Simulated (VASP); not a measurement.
# CsV (Pm-3m) in VASP: a series of runs

Runs on CsV. Level: PBE. Tasks: single point, relaxation of cell and atoms.

Program: VASP 6.6.1. These are calculated values, not measurements. Logs are shortened: lines on timing, memory, paths and dates and some standing lists are left out, and cuts for length are marked.

## Step 1: The cell of the first run

Symmetry: Pm-3m, No. 221, cubic system. Conventional cell: a = 4.418 Å, b = 4.418 Å, c = 4.418 Å, α = 90.00°, β = 90.00°, γ = 90.00°. Within 5.0 Å of Cs (site symmetry m-3m) lie 8 V at 3.83 Å and 6 Cs at 4.42 Å. V (site symmetry m-3m) has 8 Cs at 3.83 Å and 6 V at 4.42 Å within 5.0 Å.

## Step 2: Single point, PBE, collinear spin, ferromagnetic start

The input, INCAR:

```
ALGO = Normal
EDIFF = 1E-7
ENCUT = 520
GGA = PE
ISIF = 2
ISMEAR = 0
ISPIN = 2
LASPH = T
LCHARG = F
LMAXMIX = 4
LORBIT = 11
LREAL = F
LWAVE = F
MAGMOM = 0.24 3.9
NBANDS = 22
NELM = 150
PREC = Accurate
SIGMA = 0.1
```

The input, KPOINTS:

```
k-points
0
Gamma
  4 4 4
```

The input, POSCAR:

```
CsV
1.0
    4.4178733423      0.0000000000      0.0000000000
    0.0000000000      4.4178733423      0.0000000000
    0.0000000000      0.0000000000      4.4178733423
Cs V
1 1
Direct
    0.0000000000      0.0000000000      0.0000000000
    0.5000000000      0.5000000000      0.5000000000
```

Potentials or basis: VASP PAW PBE potentials, release 64 (Cs_sv, V_sv).

Command:

```console
cat potpaw_PBE.64/Cs_sv/POTCAR potpaw_PBE.64/V_sv/POTCAR > POTCAR
mpirun -np 1 vasp_std > vasp.out
```

OUTCAR:

```text
EDIFF = 1E-7
   ENCUT = 520
   GGA = PE
   ISIF = 2
   ISMEAR = 0
   ISPIN = 2
   LASPH = T
   LORBIT = 11
   LREAL = F
   NELM = 150
   PREC = Accurate

 ion  position               nearest neighbor table
   1  0.000  0.000  0.000-
   2  0.500  0.500  0.500-

  LATTYP: Found a simple cubic cell.
 ALAT       =     4.4178733423

  Lattice vectors:

 A1 = (   4.4178733423,   0.0000000000,   0.0000000000)
 A2 = (   0.0000000000,   4.4178733423,   0.0000000000)
 A3 = (   0.0000000000,   0.0000000000,   4.4178733423)

Analysis of symmetry for initial positions (statically):
=====================================================================
 Subroutine PRICEL returns:
 Original cell was already a primitive cell.

 Routine SETGRP: Setting up the symmetry group for a
 simple cubic supercell.

 Subroutine GETGRP returns: Found 48 space group operations
 (whereof 48 operations were pure point group operations)
 out of a pool of 48 trial point group operations.

The static configuration has the point symmetry O_h .

Analysis of symmetry for dynamics (positions and initial velocities):
=====================================================================
 Subroutine PRICEL returns:
 Original cell was already a primitive cell.

 Routine SETGRP: Setting up the symmetry group for a
 simple cubic supercell.

 Subroutine GETGRP returns: Found 48 space group operations
 (whereof 48 operations were pure point group operations)
 out of a pool of 48 trial point group operations.

The dynamic configuration has the point symmetry O_h .

Analysis of structural, dynamic, and magnetic symmetry:
=====================================================================
 Subroutine PRICEL returns:
 Original cell was already a primitive cell.

 Routine SETGRP: Setting up the symmetry group for a
 simple cubic supercell.

 Subroutine GETGRP returns: Found 48 space group operations
 (whereof 48 operations were pure point group operations)
 out of a pool of 48 trial point group operations.

The overall configuration has the point symmetry O_h .

 Subroutine INISYM returns: Found 48 space group operations
 (whereof 48 operations are pure point group operations),
 and found     1 'primitive' translations

----------------------------------------------------------------------------------------

                                     Primitive cell

  volume of cell :      86.2263

  direct lattice vectors                    reciprocal lattice vectors
     4.417873342  0.000000000  0.000000000     0.226353252  0.000000000  0.000000000
     0.000000000  4.417873342  0.000000000     0.000000000  0.226353252  0.000000000
     0.000000000  0.000000000  4.417873342     0.000000000  0.000000000  0.226353252

  length of vectors
     4.417873342  4.417873342  4.417873342     0.226353252  0.226353252  0.226353252

  position of ions in fractional coordinates (direct lattice)
     0.000000000  0.000000000  0.000000000
     0.500000000  0.500000000  0.500000000

  ion indices of the primitive-cell ions
   primitive index   ion index
                 1           1
                 2           2

----------------------------------------------------------------------------------------

 KPOINTS: k-points

Automatic generation of k-mesh.
 Grid dimensions read from file:
 generate k-points for:    4    4    4

 Generating k-lattice:

  Cartesian coordinates                     Fractional coordinates (reciprocal lattice)
     0.056588313  0.000000000  0.000000000     0.250000000  0.000000000  0.000000000
     0.000000000  0.056588313  0.000000000     0.000000000  0.250000000  0.000000000
     0.000000000  0.000000000  0.056588313     0.000000000  0.000000000  0.250000000

  Length of vectors
     0.056588313  0.056588313  0.056588313

  Shift w.r.t. Gamma in fractional coordinates (k-lattice)
     0.000000000  0.000000000  0.000000000

 Subroutine IBZKPT returns following result:
 ===========================================

 Found     10 irreducible k-points:

 Following reciprocal coordinates:
            Coordinates               Weight
  0.000000  0.000000  0.000000      1.000000
  0.250000  0.000000  0.000000      6.000000
  0.500000  0.000000  0.000000      3.000000
  0.250000  0.250000  0.000000     12.000000
  0.500000  0.250000  0.000000     12.000000
  0.500000  0.500000  0.000000      3.000000
  0.250000  0.250000  0.250000      8.000000
  0.500000  0.250000  0.250000     12.000000
  0.500000  0.500000  0.250000      6.000000
  0.500000  0.500000  0.500000      1.000000
   k-points           NKPTS =     10   k-points in BZ     NKDIM =     10   number of bands    NBANDS=     22
   number of dos      NEDOS =    301   number of ions     NIONS =      2
   total plane-waves  NPLWV =  46656
   dimension x,y,z NGX =    36 NGY =   36 NGZ =   36
   dimension x,y,z NGXF=    72 NGYF=   72 NGZF=   72
   ions per type =               1   1
   NGX,Y,Z   is equivalent  to a cutoff of  13.55, 13.55, 13.55 a.u.
   NGXF,Y,Z  is equivalent  to a cutoff of  27.09, 27.09, 27.09 a.u.
 SYSTEM =  unknown system
   PREC   = accura    normal or accurate (medium, high low for compatibility)
   ISTART =      0    job   : 0-new  1-cont  2-samecut
   ICHARG =      2    charge: 1-file 2-atom 10-const
   ISPIN  =      2    spin polarized calculation?
   LNONCOLLINEAR =      F non collinear calculations
   LSORBIT =      F    spin-orbit coupling
   LASPH  =      T    aspherical Exc in radial PAW
   ENCUT  =  520.0 eV  38.22 Ry    6.18 a.u.   8.21  8.21  8.21*2*pi/ulx,y,z
   NELM   =    150;   NELMIN=  2; NELMDL= -5     # of ELM steps
   EDIFF  = 0.1E-06   stopping-criterion for ELM
   LREAL  =      F    real-space projection
   EDIFFG = 0.1E-05   stopping-criterion for IOM
   NSW    =      0    number of steps for IOM
   IBRION =     -1    ionic relax: 0-MD 1-quasi-New 2-CG
   NFREE  =      0    steps in history (QN), initial steepest desc. (CG)
   ISIF   =      2    stress and relaxation
   ISYM   =      2    0-nonsym 1-usesym 2-fastsym
   POTIM  = 0.5000    time-step for ionic-motion
   TEBEG  =    0.0;   TEEND  =   0.0 temperature during run
   PSTRESS=    0.0 pullay stress
   NELECT =      22.0000    total number of electrons
   NUPDOWN=      -1.0000    fix difference up-down
   EMIN   =  10.00;   EMAX   =-10.00  energy-range for DOS
   EFERMI =   0.00;   METHOD = LEGACY
   ISMEAR =     0;   SIGMA  =   0.10  broadening in eV -4-tet -1-fermi 0-gaus
   EFERMI_NEDOS =   21; number of points for ismear=-14 and -15
   IALGO  =     38    algorithm
   IMIX   =      4    mixing-type and parameters
     AMIX     =   0.40;   BMIX     =  1.00
     AMIX_MAG =   1.60;   BMIX_MAG =  1.00
  volume/ion in A,a.u.               =      43.11       290.94
  Fermi-wavevector in a.u.,A,eV,Ry     =   1.038331  1.962161 14.668865  1.078131
  Thomas-Fermi vector in A             =   2.172810
   LORBIT       =     11    0 simple, 1 ext, 2 COOP (PROOUT), +10 PAW based schemes
   GGA     = PE    functional components
   LHFCALC =     F    Hartree Fock is set to
   AEXX    =    0.0000 exact exchange contribution
   IVDW    =     0    specifies the selected vdW correction
   LEPSILON=     F    determine dielectric tensor
   LRPA    =     F    only Hartree local field effects (RPA)
 spin polarized calculation
 Gauss-broadening in eV      SIGMA  =   0.10
  energy-cutoff  :      520.00
  volume of cell :       86.23
 maximum number of plane-waves:      2360
 NGX is ok and might be reduce to    36
   NGX = 17   NGY = 17   NGZ = 17

 number of electron      22.0000005 magnetization       4.5955976

 Free energy of the ion-electron system (eV)
  ---------------------------------------------------
  ext. energy  EPLUGINS =         0.00000000
  ---------------------------------------------------
  free energy    TOTEN  =        -6.30156800 eV

  energy without entropy =       -6.28925451  energy(sigma->0) =       -6.29541125

 E-fermi :   2.3779     XC(G=0):  -8.0116

 val. band max:        2.3663798126   @ k =   0.5000   0.5000   0.5000
 cond. band min:       2.3885838449   @ k =   0.5000   0.5000   0.2500
 fundamental gap:      0.0222040323
 Fermi energy:         2.3779430212

 spin component 1

 k-point     1 :       0.0000    0.0000    0.0000
  band No.  band energies     occupation
      1     -62.0163      1.00000
      2     -35.9409      1.00000
      3     -35.9409      1.00000
      4     -35.9409      1.00000
      5     -20.0789      1.00000
      6      -6.7521      1.00000
[... 14 lines left out ...]
     21       8.8914      0.00000
     22       8.8914      0.00000

 k-point     2 :       0.2500    0.0000    0.0000
  band No.  band energies     occupation
      1     -62.0163      1.00000
      2     -35.9416      1.00000
      3     -35.9408      1.00000
      4     -35.9408      1.00000
      5     -20.0603      1.00000
      6      -7.0951      1.00000
[... 14 lines left out ...]
     21       9.9548      0.00000
     22       9.9620      0.00000

 k-point     3 :       0.5000    0.0000    0.0000
  band No.  band energies     occupation
      1     -62.0163      1.00000
      2     -35.9423      1.00000
      3     -35.9408      1.00000
      4     -35.9408      1.00000
      5     -20.0416      1.00000
      6      -7.3947      1.00000
[... 14 lines left out ...]
     21       9.8437      0.00000
     22      10.8065      0.00000
[... 126 lines left out ...]
 k-point     9 :       0.5000    0.5000    0.2500
  band No.  band energies     occupation
      1     -62.0162      1.00000
      2     -35.9421      1.00000
      3     -35.9421      1.00000
      4     -35.9414      1.00000
      5     -19.9906      1.00000
      6      -7.2010      1.00000
[... 14 lines left out ...]
     21      10.3472      0.00000
     22      10.9910      0.00000

 k-point    10 :       0.5000    0.5000    0.5000
  band No.  band energies     occupation
      1     -62.0162      1.00000
      2     -35.9421      1.00000
      3     -35.9421      1.00000
      4     -35.9421      1.00000
      5     -19.9737      1.00000
      6      -7.1569      1.00000
[... 14 lines left out ...]
     21      10.4716      0.00000
     22      10.4716      0.00000
 Fermi energy:         2.3779430212

 spin component 2

 k-point     1 :       0.0000    0.0000    0.0000
  band No.  band energies     occupation
      1     -58.9543      1.00000
      2     -32.9009      1.00000
      3     -32.9009      1.00000
      4     -32.9009      1.00000
      5     -20.0125      1.00000
      6      -6.6721      1.00000
[... 14 lines left out ...]
     21       9.2828      0.00000
     22       9.2828      0.00000

 k-point     2 :       0.2500    0.0000    0.0000
  band No.  band energies     occupation
      1     -58.9543      1.00000
      2     -32.9017      1.00000
      3     -32.9008      1.00000
      4     -32.9008      1.00000
      5     -19.9947      1.00000
      6      -6.9812      1.00000
[... 14 lines left out ...]
     21      10.9484      0.00000
     22      10.9484      0.00000

 k-point     3 :       0.5000    0.0000    0.0000
  band No.  band energies     occupation
      1     -58.9543      1.00000
      2     -32.9026      1.00000
      3     -32.9008      1.00000
      4     -32.9008      1.00000
      5     -19.9767      1.00000
      6      -7.2569      1.00000
[... 14 lines left out ...]
     21      10.5268      0.00000
     22      11.5961      0.00000
[... 126 lines left out ...]
 k-point     9 :       0.5000    0.5000    0.2500
  band No.  band energies     occupation
      1     -58.9542      1.00000
      2     -32.9024      1.00000
      3     -32.9024      1.00000
      4     -32.9015      1.00000
      5     -19.9272      1.00000
      6      -7.1006      1.00000
[... 14 lines left out ...]
     21      10.4052      0.00000
     22      11.3376      0.00000

 k-point    10 :       0.5000    0.5000    0.5000
  band No.  band energies     occupation
      1     -58.9542      1.00000
      2     -32.9023      1.00000
      3     -32.9023      1.00000
      4     -32.9023      1.00000
      5     -19.9107      1.00000
      6      -7.0616      1.00000
[... 14 lines left out ...]
     21      10.5138      0.00000
     22      10.5138      0.00000

------------------------ aborting loop because EDIFF is reached ----------------------------------------

  FORCE on cell =-STRESS in cart. coord.  units (eV):
  Direction    XX          YY          ZZ          XY          YZ          ZX
  --------------------------------------------------------------------------------------
  -------------------------------------------------------------------------------------
  Total        0.1297719      0.1297719      0.1297719      0.0000000      0.0000000     -0.0000000
  in kB        2.4113004      2.4113004      2.4113004      0.0000000      0.0000000     -0.0000000
  external PRESSURE =       2.4113004 kB  Pullay stress =       0.0000000 kB

 VOLUME and BASIS-vectors are now :
 -----------------------------------------------------------------------------
  energy-cutoff  :      520.00
  volume of cell :       86.23
      direct lattice vectors                 reciprocal lattice vectors
     4.417873342  0.000000000  0.000000000     0.226353252  0.000000000  0.000000000
     0.000000000  4.417873342  0.000000000     0.000000000  0.226353252  0.000000000
     0.000000000  0.000000000  4.417873342     0.000000000  0.000000000  0.226353252

 POSITION                                       TOTAL-FORCE (eV/Angst)
 -----------------------------------------------------------------------------------
      0.00000      0.00000      0.00000         0.000000      0.000000      0.000000
      2.20894      2.20894      2.20894         0.000000      0.000000      0.000000
 -----------------------------------------------------------------------------------
    total drift:                                0.000000      0.000000      0.000000

  FREE ENERGIE OF THE ION-ELECTRON SYSTEM (eV)
  ---------------------------------------------------
  free  energy   TOTEN  =        -6.3015680012 eV

  energy  without entropy=       -6.2892545064  energy(sigma->0) =       -6.29541125

 total charge

# of ion       s       p       d       tot
------------------------------------------
    1        1.849   4.642   0.076   6.567
    2        2.257   5.979   3.144  11.380
--------------------------------------------------
tot          4.106  10.621   3.220  17.946

 magnetization (x)

# of ion       s       p       d       tot
------------------------------------------
    1        0.009   0.033   0.041   0.083
    2        0.078   0.024   3.113   3.215
--------------------------------------------------
tot          0.087   0.057   3.154   3.298
```

Wall time 19 s (1 thread of Intel Xeon 6975P-C (Granite Rapids), shared host); peak memory 0.24 GiB.

What came out:

| Item | Value |
| --- | --- |
| Free energy | -6.3016 eV |
| Pressure | 0.2 GPa |
| Net moment | 4.60 μB per cell |
| Site moments | Cs +0.08; V +3.21 μB |
| Valence electrons inside the program's atomic spheres | Cs 6.57; V 11.38 |

Caveat: spin-orbit coupling is left out, which moves the levels of the heavy elements.

## Step 3: Relaxation of cell and atoms, PBE, collinear spin, ferromagnetic start

This run uses another cell than the first one, of 29.96 Å³/atom, 0.695 times its volume.

The input, INCAR:

```
SYSTEM = CsV
PREC = Accurate
ENCUT = 600
EDIFF = 1E-6
ISMEAR = 0
SIGMA = 0.1
LREAL = .FALSE.
LASPH = .TRUE.
NELM = 150
ALGO = Normal
ISIF = 3
LWAVE = .FALSE.
LCHARG = .FALSE.
ISPIN = 2
MAGMOM = 0.24 3.9
LORBIT = 11
LMAXMIX = 4
GGA = PE
IBRION = 2
NSW = 90
EDIFFG = -0.04
```

The input, KPOINTS:

```
regular mesh
0
G
  4 4 4
  0 0 0
```

The input, POSCAR:

```
CsV
1.0
    3.9132064551      0.0000000000      0.0000000000
    0.0000000000      3.9132064551      0.0000000000
    0.0000000000      0.0000000000      3.9132064551
Cs V
1 1
Direct
    0.0000000000      0.0000000000      0.0000000000
    0.5000000000      0.5000000000      0.5000000000
```

Potentials or basis: VASP PAW PBE potentials, release 64 (Cs_sv, V_sv).

Command:

```console
cat potpaw_PBE.64/Cs_sv/POTCAR potpaw_PBE.64/V_sv/POTCAR > POTCAR
mpirun -np 1 vasp_std > vasp.out
```

It took 38 s on 1 thread of Intel Xeon 6975P-C (Granite Rapids), shared host; peak memory 0.21 GiB.

Results (log left out):

| Quantity | Value |
| --- | --- |
| Free energy | -6.2955 eV |
| Relaxed volume | 43.39 Å³/atom |
| Relaxed cell | a = 4.427 Å, b = 4.427 Å, c = 4.427 Å, α = 90.00°, β = 90.00°, γ = 90.00° |
| Space group after relaxing (to 0.05 Å) | Pm-3m (No. 221) |
| Energy gained by relaxing | 212.4 meV/atom |
| Ionic steps | 4 |
| Pressure after relaxing | 0.1 GPa |
| Net moment | 4.59 μB per cell |
| Site moments | Cs +0.08; V +3.21 μB |
| Valence electrons inside the program's atomic spheres | Cs 6.57; V 11.38 |

The path:
```tsv
step	energy change (eV)	largest force (eV/Å)	pressure (GPa)	volume (Å³)
1	0.0000	0.0000	6.49	59.92
2	-0.3075	0.0000	2.73	71.08
3	-0.4192	0.0000	0.46	83.51
4	-0.4248	0.0000	0.12	86.79
```

Final structure:
```cif
data_structure
_symmetry_space_group_name_H-M 'P 1'
_symmetry_Int_Tables_number 1
_cell_length_a 4.4275
_cell_length_b 4.4275
_cell_length_c 4.4275
_cell_angle_alpha 90.000
_cell_angle_beta 90.000
_cell_angle_gamma 90.000
_cell_volume 86.79
loop_
_atom_site_label
_atom_site_type_symbol
_atom_site_fract_x
_atom_site_fract_y
_atom_site_fract_z
_atom_site_occupancy
Cs1 Cs 0.00000 0.00000 0.00000 1
V1 V 0.50000 0.50000 0.50000 1
```

Levels at points of the mesh, in eV from the Fermi level:
Spin up:
```
           k point  band 12  band 13  band 14  band 15  band 16  band 17
(0.00, 0.00, 0.00)    -0.14    -0.14    -0.14     2.91     2.91     4.55
(0.50, 0.00, 0.00)    -0.17    -0.17    -0.07     0.47     2.60     2.88
(0.50, 0.50, 0.00)    -0.41     0.44     0.45     1.52     1.52     3.07
(0.50, 0.50, 0.50)     0.00     0.00     0.00     0.45     0.45     0.84
```
Spin down:
| k point | band 5 | band 6 | band 7 | band 8 | band 9 | band 10 | band 11 | band 12 | band 13 | band 14 |
| --- | --- | --- | --- | --- | --- | --- | --- | --- | --- | --- |
| (0.00, 0.00, 0.00) | -22.39 | -9.06 | -9.06 | -9.06 | -2.15 | 0.90 | 0.90 | 2.78 | 2.78 | 2.78 |
| (0.50, 0.00, 0.00) | -22.36 | -9.63 | -9.01 | -9.01 | 0.13 | 0.21 | 1.76 | 2.76 | 2.76 | 2.85 |
| (0.50, 0.50, 0.00) | -22.33 | -9.52 | -9.52 | -8.95 | -0.50 | 1.19 | 2.17 | 2.17 | 2.72 | 2.72 |
| (0.50, 0.50, 0.50) | -22.29 | -9.44 | -9.44 | -9.44 | 0.97 | 0.97 | 0.97 | 2.51 | 2.51 | 2.51 |

Caveat: the k points lie up to 0.35 Å⁻¹ apart in the final cell; the volume moved by over 15 % at a fixed basis, so the end points are rough; spin-orbit coupling is left out, which moves the levels of the heavy elements.
